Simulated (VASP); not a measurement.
# SiC (P6_3mc) in VASP: notebook

Runs on SiC. Level: PBE. Tasks: relaxation of the atoms.

Program: VASP 6.6.1. These are calculated values, not measurements. Logs are shortened: lines on timing, memory, paths and dates and some standing lists are left out, and cuts for length are marked.

## Step 1: The cell of the first run

The structure is hexagonal, space group P6_3mc (No. 186). The conventional cell has a = 3.094 Å, b = 3.094 Å, c = 10.129 Å, α = 90.00°, β = 90.00°, γ = 120.00°. Si (site symmetry 3m) has 4 C at 1.90 Å within 2.5 Å. Within 2.5 Å of Si (site symmetry 3m) lie 4 C at 1.89 to 1.90 Å. C (site symmetry 3m) has 4 Si at 1.89 to 1.90 Å within 2.5 Å. C (site symmetry 3m) has 4 Si at 1.90 Å within 2.5 Å.

## Step 2: Relaxation of the atoms, PBE

File INCAR:

```
PREC = Accurate
ENCUT = 520
EDIFF = 1E-7
ISMEAR = -1
SIGMA = 0.01
LREAL = Auto
LASPH = True
NELM = 120
ALGO = Normal
ISIF = 2
LWAVE = False
LCHARG = False
GGA = PE
IBRION = 2
NSW = 80
EDIFFG = -0.01
GGA_COMPAT = False
NELMIN = 4
```

File KPOINTS:

```
Automatic mesh
0
Gamma
  1 1 1
  0.25 0.25 0.25
```

File POSCAR:

```
SiC
1.0
    6.1879230237      0.0000000581      0.0000000000
   -3.0939615622      5.3588985062      0.0000000000
    0.0000000000      0.0000000000     10.1287833661
Si C
16 16
Direct
    0.3333333334      0.1666666666      0.9378448631
    0.1666666666      0.3333333334      0.4378448631
    0.0000000000      0.0000000000      0.6879001275
    0.0000000000      0.0000000000      0.1879001275
    0.3333333334      0.6666666666      0.9378448631
    0.1666666666      0.8333333333      0.4378448631
    0.0000000000      0.5000000000      0.6879001275
    0.0000000000      0.5000000000      0.1879001275
    0.8333333333      0.1666666666      0.9378448631
    0.6666666666      0.3333333334      0.4378448631
    0.5000000000      0.0000000000      0.6879001275
    0.5000000000      0.0000000000      0.1879001275
    0.8333333333      0.6666666666      0.9378448631
    0.6666666666      0.8333333333      0.4378448631
    0.5000000000      0.5000000000      0.6879001275
    0.5000000000      0.5000000000      0.1879001275
    0.3333333334      0.1666666666      0.7498071204
    0.1666666666      0.3333333334      0.2498071204
    0.0000000000      0.0000000000      0.5004468890
    0.0000000000      0.0000000000      0.0004468890
    0.3333333334      0.6666666666      0.7498071204
    0.1666666666      0.8333333333      0.2498071204
    0.0000000000      0.5000000000      0.5004468890
    0.0000000000      0.5000000000      0.0004468890
    0.8333333333      0.1666666666      0.7498071204
    0.6666666666      0.3333333334      0.2498071204
    0.5000000000      0.0000000000      0.5004468890
    0.5000000000      0.0000000000      0.0004468890
    0.8333333333      0.6666666666      0.7498071204
    0.6666666666      0.8333333333      0.2498071204
    0.5000000000      0.5000000000      0.5004468890
    0.5000000000      0.5000000000      0.0004468890
```

Potentials or basis: VASP PAW PBE potentials, release 64 (Si, C).

Command:

```bash
$ cat potpaw_PBE.64/Si/POTCAR potpaw_PBE.64/C/POTCAR > POTCAR
$ mpirun -np 1 vasp_std > vasp.out
```

OUTCAR:

```text
PREC = Accurate
   ENCUT = 520
   EDIFF = 1E-7
   ISMEAR = -1
   LREAL = Auto
   LASPH = True
   NELM = 120
   ISIF = 2
   GGA = PE
   IBRION = 2
   NSW = 80
   EDIFFG = -0.01
   NELMIN = 4

 ion  position               nearest neighbor table
   1  0.333  0.167  0.938-  28 1.90  20 1.90  32 1.90  17 1.90   9 3.09  13 3.09   5 3.09   5 3.09
                            13 3.09   9 3.09  11 3.10   3 3.10  15 3.10  12 3.10   4 3.10  16 3.10
   2  0.167  0.333  0.438-  23 1.90  31 1.90  19 1.90  18 1.90   6 3.09  14 3.09  10 3.09  10 3.09
                            14 3.09   6 3.09   8 3.10  16 3.10   4 3.10   7 3.10  15 3.10   3 3.10
   3  0.000  0.000  0.688-  25 1.89  17 1.89  29 1.89  19 1.90  11 3.09  11 3.09  15 3.09  15 3.09
                             7 3.09   7 3.09   9 3.10   1 3.10  13 3.10   6 3.10  14 3.10   2 3.10
   4  0.000  0.000  0.188-  22 1.89  30 1.89  18 1.89  20 1.90  12 3.09  12 3.09  16 3.09  16 3.09
                             8 3.09   8 3.09   6 3.10  14 3.10   2 3.10   9 3.10   1 3.10  13 3.10
   5  0.333  0.667  0.938-  32 1.90  24 1.90  28 1.90  21 1.90  13 3.09   9 3.09   1 3.09   1 3.09
                             9 3.09  13 3.09  15 3.10   7 3.10  11 3.10  16 3.10   8 3.10  12 3.10
   6  0.167  0.833  0.438-  19 1.90  23 1.90  27 1.90  22 1.90   2 3.09  10 3.09  14 3.09  14 3.09
                            10 3.09   2 3.09   4 3.10   8 3.10  12 3.10   3 3.10   7 3.10  11 3.10
   7  0.000  0.500  0.688-  29 1.89  21 1.89  25 1.89  23 1.90  15 3.09  15 3.09  11 3.09  11 3.09
                             3 3.09   3 3.09  13 3.10   5 3.10   9 3.10   2 3.10   6 3.10  10 3.10
   8  0.000  0.500  0.188-  18 1.89  22 1.89  26 1.89  24 1.90  16 3.09  16 3.09  12 3.09  12 3.09
                             4 3.09   4 3.09   2 3.10   6 3.10  10 3.10  13 3.10   5 3.10   9 3.10
   9  0.833  0.167  0.938-  28 1.90  20 1.90  24 1.90  25 1.90   1 3.09   5 3.09  13 3.09  13 3.09
[... 38 lines left out ...]
 A1 = (   6.1879230237,   0.0000000581,   0.0000000000)
 A2 = (  -3.0939615622,   5.3588985062,   0.0000000000)
 A3 = (   0.0000000000,   0.0000000000,  10.1287833661)

Analysis of symmetry for initial positions (statically):
=====================================================================
 Subroutine PRICEL returns following result:

  LATTYP: Found a hexagonal cell.
 ALAT       =     3.0939615119
 C/A-ratio  =     3.2737263626

  Lattice vectors:

 A1 = (   3.0939615119,   0.0000000290,   0.0000000000)
 A2 = (  -1.5469807811,   2.6794492531,   0.0000000000)
 A3 = (   0.0000000000,   0.0000000000,  10.1287833661)

   4 primitive cells build up your supercell.

 Routine SETGRP: Setting up the symmetry group for a
 hexagonal supercell.

 Subroutine GETGRP returns: Found 12 space group operations
 (whereof  6 operations were pure point group operations)
 out of a pool of 24 trial point group operations.

The static configuration has the point symmetry C_3v.
 The point group associated with its full space group is C_6v.

[... 128 lines left out ...]
   EFERMI_NEDOS =   21; number of points for ismear=-14 and -15
   IALGO  =     38    algorithm
   IMIX   =      4    mixing-type and parameters
     AMIX     =   0.40;   BMIX     =  1.00
     AMIX_MAG =   1.60;   BMIX_MAG =  1.00
  volume/ion in A,a.u.               =      10.50        70.83
  Fermi-wavevector in a.u.,A,eV,Ry     =   1.186913  2.242940 19.167379  1.408763
  Thomas-Fermi vector in A             =   2.323076
   LORBIT       =      0    0 simple, 1 ext, 2 COOP (PROOUT), +10 PAW based schemes
   GGA     = PE    functional components
   LHFCALC =     F    Hartree Fock is set to
   AEXX    =    0.0000 exact exchange contribution
   IVDW    =     0    specifies the selected vdW correction
   LEPSILON=     F    determine dielectric tensor
   LRPA    =     F    only Hartree local field effects (RPA)
 conjugate gradient relaxation of ions
 non-spin polarized calculation
  energy-cutoff  :      520.00
  volume of cell :      335.88
 maximum number of plane-waves:      9024
 NGX is ok and might be reduce to    48
   NGX = 23   NGY = 23   NGZ = 37

--------------------------------------- Ionic step        1  -------------------------------------------

 number of electron     128.0000005 magnetization

 Free energy of the ion-electron system (eV)
  ---------------------------------------------------
  ext. energy  EPLUGINS =         0.00000000
  ---------------------------------------------------
  free energy    TOTEN  =      -247.06230565 eV

  energy without entropy =     -247.06230565  energy(sigma->0) =     -247.06230565

------------------------ aborting loop because EDIFF is reached ----------------------------------------

  FORCE on cell =-STRESS in cart. coord.  units (eV):
  Direction    XX          YY          ZZ          XY          YZ          ZX
  --------------------------------------------------------------------------------------
  -------------------------------------------------------------------------------------
  Total       -6.1200766     -6.1200766      4.5409132      0.0000000     -0.0000000     -0.0000000
  in kB      -29.1937392    -29.1937392     21.6608784      0.0000000     -0.0000000     -0.0000000
  external PRESSURE =     -12.2422000 kB  Pullay stress =       0.0000000 kB
[... 119 lines left out ...]
--------------------------------------- Ionic step        3  -------------------------------------------

 number of electron     128.0000005 magnetization

 Free energy of the ion-electron system (eV)
  ---------------------------------------------------
  ext. energy  EPLUGINS =         0.00000000
  ---------------------------------------------------
  free energy    TOTEN  =      -247.06876326 eV

  energy without entropy =     -247.06876326  energy(sigma->0) =     -247.06876326

 E-fermi :   7.5966     XC(G=0): -11.3091

 val. band max:        7.3388658573   @ k =   0.2500   0.2500   0.2500
 cond. band min:      11.5536740684   @ k =   0.2500   0.2500   0.2500
 fundamental gap:      4.2148082111
 Fermi energy:         7.5965646360

 k-point     1 :       0.2500    0.2500    0.2500
  band No.  band energies     occupation
      1      -6.5303      2.00000
      2      -5.9484      2.00000
      3      -5.5240      2.00000
      4      -5.5240      2.00000
      5      -4.9709      2.00000
      6      -4.9709      2.00000
[... 68 lines left out ...]
     75      13.5348      0.00000
     76      13.6156      0.00000
 [bands above 76 left out]

------------------------ aborting loop because EDIFF is reached ----------------------------------------

  FORCE on cell =-STRESS in cart. coord.  units (eV):
  Direction    XX          YY          ZZ          XY          YZ          ZX
  --------------------------------------------------------------------------------------
  -------------------------------------------------------------------------------------
  Total       -6.6896121     -6.6896121      5.5781212      0.0000000      0.0000000      0.0000000
  in kB      -31.9105141    -31.9105141     26.6085257      0.0000000      0.0000000      0.0000000
  external PRESSURE =     -12.4041675 kB  Pullay stress =       0.0000000 kB
[... 47 lines left out ...]
  FREE ENERGIE OF THE ION-ELECTRON SYSTEM (eV)
  ---------------------------------------------------
  free  energy   TOTEN  =      -247.0687632587 eV

  energy  without entropy=     -247.0687632587  energy(sigma->0) =     -247.06876326

 reached required accuracy - stopping structural energy minimisation
```

OSZICAR:

```text
N       E                     dE             d eps       ncg     rms          rms(c)
DAV:   1     0.406253025489E+03    0.40625E+03   -0.59147E+04   162   0.143E+03
DAV:   2    -0.234297903809E+03   -0.64055E+03   -0.61593E+03   203   0.246E+02
DAV:   3    -0.273269114873E+03   -0.38971E+02   -0.38680E+02   196   0.597E+01
[... 27 lines left out ...]
DAV:   3    -0.247068781059E+03    0.15824E-03   -0.24957E-04   196   0.605E-02    0.345E-02
DAV:   4    -0.247068763210E+03    0.17849E-04   -0.20153E-04   204   0.456E-02    0.990E-03
DAV:   5    -0.247068763247E+03   -0.37164E-07   -0.34990E-05   188   0.205E-02    0.825E-03
DAV:   6    -0.247068763343E+03   -0.95784E-07   -0.12555E-06   204   0.380E-03    0.208E-03
DAV:   7    -0.247068763259E+03    0.84263E-07   -0.30225E-07   148   0.214E-03
   3 F= -.24706876E+03 E0= -.24706876E+03  d E =-.645761E-02
```

It took 4.4 min on 1 thread of Oxide Virtual Turin-like, shared host; peak memory 0.4 GiB.

Results:

| Quantity | Value |
| --- | --- |
| Free energy | -247.0688 eV |
| Energy gained by relaxing | 0.2 meV/atom |
| Ionic steps | 3 |
| Pressure after relaxing | -1.2 GPa |
| Largest force after relaxing | 0.004 eV/Å |
| Band gap on the k mesh | 4.21 eV |

Forces in eV/Å, atoms in the order of the input:
```
Si   0.000  0.000  0.001
Si   0.000  0.000  0.001
Si   0.000  0.000 -0.001
Si   0.000  0.000 -0.001
Si   0.000  0.000  0.001
Si   0.000  0.000  0.001
Si   0.000  0.000 -0.001
Si   0.000  0.000 -0.001
Si   0.000  0.000  0.001
Si   0.000  0.000  0.001
Si   0.000  0.000 -0.001
Si   0.000  0.000 -0.001
Si   0.000  0.000  0.001
Si   0.000  0.000  0.001
Si   0.000  0.000 -0.001
Si   0.000  0.000 -0.001
C    0.000  0.000 -0.003
C    0.000  0.000 -0.003
C    0.000  0.000  0.004
C    0.000  0.000  0.004
C    0.000  0.000 -0.003
C    0.000  0.000 -0.003
C    0.000  0.000  0.004
C    0.000  0.000  0.004
C    0.000  0.000 -0.003
C    0.000  0.000 -0.003
C    0.000  0.000  0.004
C    0.000  0.000  0.004
C    0.000  0.000 -0.003
C    0.000  0.000 -0.003
C    0.000  0.000  0.004
C    0.000  0.000  0.004
```

The path:
```csv
step,energy change (eV),largest force (eV/Å),pressure (GPa)
1,0.0000,0.1333,-1.22
2,-0.0023,0.1104,-1.23
3,-0.0065,0.0038,-1.24
```

Final structure:
```xyz
32
Lattice="6.1879 0.0000 0.0000 -3.0940 5.3589 0.0000 0.0000 0.0000 10.1288" Properties=species:S:1:pos:R:3 pbc="T T T"
Si    1.5470    0.8931    9.4962
Si    0.0000    1.7863    4.4319
Si    0.0000    0.0000    6.9640
Si    0.0000    0.0000    1.8996
Si    0.0000    3.5726    9.4962
Si   -1.5470    4.4657    4.4319
Si   -1.5470    2.6794    6.9640
Si   -1.5470    2.6794    1.8996
Si    4.6409    0.8931    9.4962
Si    3.0940    1.7863    4.4319
Si    3.0940    0.0000    6.9640
Si    3.0940    0.0000    1.8996
Si    3.0940    3.5726    9.4962
Si    1.5470    4.4657    4.4319
Si    1.5470    2.6794    6.9640
Si    1.5470    2.6794    1.8996
C     1.5470    0.8931    7.5982
C     0.0000    1.7863    2.5338
C     0.0000    0.0000    5.0719
C     0.0000    0.0000    0.0075
C     0.0000    3.5726    7.5982
C    -1.5470    4.4657    2.5338
C    -1.5470    2.6794    5.0719
C    -1.5470    2.6794    0.0075
C     4.6409    0.8931    7.5982
C     3.0940    1.7863    2.5338
C     3.0940    0.0000    5.0719
C     3.0940    0.0000    0.0075
C     3.0940    3.5726    7.5982
C     1.5470    4.4657    2.5338
C     1.5470    2.6794    5.0719
C     1.5470    2.6794    0.0075
```

Levels at points of the mesh, in eV from the valence-band top:
| k point | band 60 | band 61 | band 62 | band 63 | band 64 | band 65 | band 66 | band 67 | band 68 | band 69 |
| --- | --- | --- | --- | --- | --- | --- | --- | --- | --- | --- |
| (0.25, 0.25, 0.25) | -0.85 | -0.54 | -0.54 | -0.30 | 0.00 | 4.21 | 4.23 | 4.66 | 4.66 | 4.88 |

Caveat: the k points lie up to 1.17 Å⁻¹ apart; a shifted mesh leaves out Γ, where band edges can lie.

## Step 3: Relaxation of the atoms, PBE

File INCAR:

```
SYSTEM = SiC
PREC     = Accurate       ! precision mode
ENCUT    = 520            ! plane-wave cutoff, eV
EDIFF    = 1E-7           ! SCF threshold, eV
ISMEAR   = 0              ! smearing method
SIGMA    = 0.01           ! smearing width, eV
LREAL    = Auto         
LASPH    = .True.         ! aspherical terms in the spheres
NELM     = 120            ! most SCF steps
ALGO     = Normal         ! electronic algorithm
ISIF     = 2              ! what is computed and relaxed
LWAVE    = .False.        ! write WAVECAR
LCHARG   = .False.        ! write CHGCAR
GGA      = PE             ! functional
IBRION   = 2              ! ionic algorithm
NSW      = 100            ! ionic steps
EDIFFG   = -0.03          ! ionic threshold
GGA_COMPAT= .False.      
NELMIN   = 4
```

KPOINTS is that of step 2.

File POSCAR:

```
SiC
1.0
    6.1879230200      0.0000000600      0.0000000000
   -3.0939615600      5.3588985100      0.0000000000
    0.0000000000      0.0000000000     10.1287833700
Si C
16 16
Direct
    0.3333333350      0.1666666650      0.9378448600
    0.1666666650      0.3333333350      0.4378448600
    0.0000000000      0.0000000000      0.6879001300
    0.0000000000      0.0000000000      0.1879001300
    0.3333333350      0.6666666650      0.9378448600
    0.1666666650      0.8333333350      0.4378448600
    0.0000000000      0.5000000000      0.6879001300
    0.0000000000      0.5000000000      0.1879001300
    0.8333333350      0.1666666650      0.9378448600
    0.6666666650      0.3333333350      0.4378448600
    0.5000000000      0.0000000000      0.6879001300
    0.5000000000      0.0000000000      0.1879001300
    0.8333333350      0.6666666650      0.9378448600
    0.6666666650      0.8333333350      0.4378448600
    0.5000000000      0.5000000000      0.6879001300
    0.5000000000      0.5000000000      0.1879001300
    0.3333333350      0.1666666650      0.7498071200
    0.1666666650      0.3333333350      0.2498071200
    0.0000000000      0.0000000000      0.5004468900
    0.0000000000      0.0000000000      0.0004468900
    0.3333333350      0.6666666650      0.7498071200
    0.1666666650      0.8333333350      0.2498071200
    0.0000000000      0.5000000000      0.5004468900
    0.0000000000      0.5000000000      0.0004468900
    0.8333333350      0.1666666650      0.7498071200
    0.6666666650      0.3333333350      0.2498071200
    0.5000000000      0.0000000000      0.5004468900
    0.5000000000      0.0000000000      0.0004468900
    0.8333333350      0.6666666650      0.7498071200
    0.6666666650      0.8333333350      0.2498071200
    0.5000000000      0.5000000000      0.5004468900
    0.5000000000      0.5000000000      0.0004468900
```

Potentials or basis: VASP PAW PBE potentials, release 64 (Si, C).

Command:

```bash
$ cat potpaw_PBE.64/Si/POTCAR potpaw_PBE.64/C/POTCAR > POTCAR
$ mpirun -np 1 vasp_std > vasp.out
```

Run time: 3.9 min. Hardware: 1 thread of Oxide Virtual Turin-like, shared host; peak memory 0.4 GiB.

Results (log left out):

* Free energy: -247.0688 eV
* Energy gained by relaxing: 0.2 meV/atom
* Ionic steps: 3
* Pressure after relaxing: -1.2 GPa
* Largest force after relaxing: 0.004 eV/Å
* Band gap on the k mesh: 4.21 eV

Forces in eV/Å, atoms in the order of the input:
```
Si   0.000  0.000  0.001
Si   0.000  0.000  0.001
Si   0.000  0.000 -0.001
Si   0.000  0.000 -0.001
Si   0.000  0.000  0.001
Si   0.000  0.000  0.001
Si   0.000  0.000 -0.001
Si   0.000  0.000 -0.001
Si   0.000  0.000  0.001
Si   0.000  0.000  0.001
Si   0.000  0.000 -0.001
Si   0.000  0.000 -0.001
Si   0.000  0.000  0.001
Si   0.000  0.000  0.001
Si   0.000  0.000 -0.001
Si   0.000  0.000 -0.001
C    0.000  0.000 -0.003
C    0.000  0.000 -0.003
C    0.000  0.000  0.004
C    0.000  0.000  0.004
C    0.000  0.000 -0.003
C    0.000  0.000 -0.003
C    0.000  0.000  0.004
C    0.000  0.000  0.004
C    0.000  0.000 -0.003
C    0.000  0.000 -0.003
C    0.000  0.000  0.004
C    0.000  0.000  0.004
C    0.000  0.000 -0.003
C    0.000  0.000 -0.003
C    0.000  0.000  0.004
C    0.000  0.000  0.004
```

Stress tensor (GPa, compression positive):
```
-3.19  0.00  0.00
 0.00 -3.19  0.00
 0.00  0.00  2.66
```

The path:
```tsv
step	energy change (eV)	largest force (eV/Å)	pressure (GPa)
1	0.0000	0.1333	-1.22
2	-0.0023	0.1104	-1.23
3	-0.0065	0.0038	-1.24
```

Final structure:
```cif
data_structure
_symmetry_space_group_name_H-M 'P 1'
_symmetry_Int_Tables_number 1
_cell_length_a 6.1879
_cell_length_b 6.1879
_cell_length_c 10.1288
_cell_angle_alpha 90.000
_cell_angle_beta 90.000
_cell_angle_gamma 120.000
_cell_volume 335.88
loop_
_atom_site_label
_atom_site_type_symbol
_atom_site_fract_x
_atom_site_fract_y
_atom_site_fract_z
_atom_site_occupancy
Si1 Si 0.33333 0.16667 0.93755 1
Si2 Si 0.16667 0.33333 0.43755 1
Si3 Si 0.00000 0.00000 0.68755 1
Si4 Si 0.00000 0.00000 0.18755 1
Si5 Si 0.33333 0.66667 0.93755 1
Si6 Si 0.16667 0.83333 0.43755 1
Si7 Si 0.00000 0.50000 0.68755 1
Si8 Si 0.00000 0.50000 0.18755 1
Si9 Si 0.83333 0.16667 0.93755 1
Si10 Si 0.66667 0.33333 0.43755 1
Si11 Si 0.50000 0.00000 0.68755 1
Si12 Si 0.50000 0.00000 0.18755 1
Si13 Si 0.83333 0.66667 0.93755 1
Si14 Si 0.66667 0.83333 0.43755 1
Si15 Si 0.50000 0.50000 0.68755 1
Si16 Si 0.50000 0.50000 0.18755 1
C1 C 0.33333 0.16667 0.75016 1
C2 C 0.16667 0.33333 0.25016 1
C3 C 0.00000 0.00000 0.50074 1
C4 C 0.00000 0.00000 0.00074 1
C5 C 0.33333 0.66667 0.75016 1
C6 C 0.16667 0.83333 0.25016 1
C7 C 0.00000 0.50000 0.50074 1
C8 C 0.00000 0.50000 0.00074 1
C9 C 0.83333 0.16667 0.75016 1
C10 C 0.66667 0.33333 0.25016 1
C11 C 0.50000 0.00000 0.50074 1
C12 C 0.50000 0.00000 0.00074 1
C13 C 0.83333 0.66667 0.75016 1
C14 C 0.66667 0.83333 0.25016 1
C15 C 0.50000 0.50000 0.50074 1
C16 C 0.50000 0.50000 0.00074 1
```

Levels at points of the mesh, in eV from the valence-band top:
```csv
k point,band 60,band 61,band 62,band 63,band 64,band 65,band 66,band 67,band 68,band 69
"(0.25, 0.25, 0.25)",-0.85,-0.54,-0.54,-0.30,0.00,4.21,4.23,4.66,4.66,4.88
```

Caveat: the k points lie up to 1.17 Å⁻¹ apart; a shifted mesh leaves out Γ, where band edges can lie.
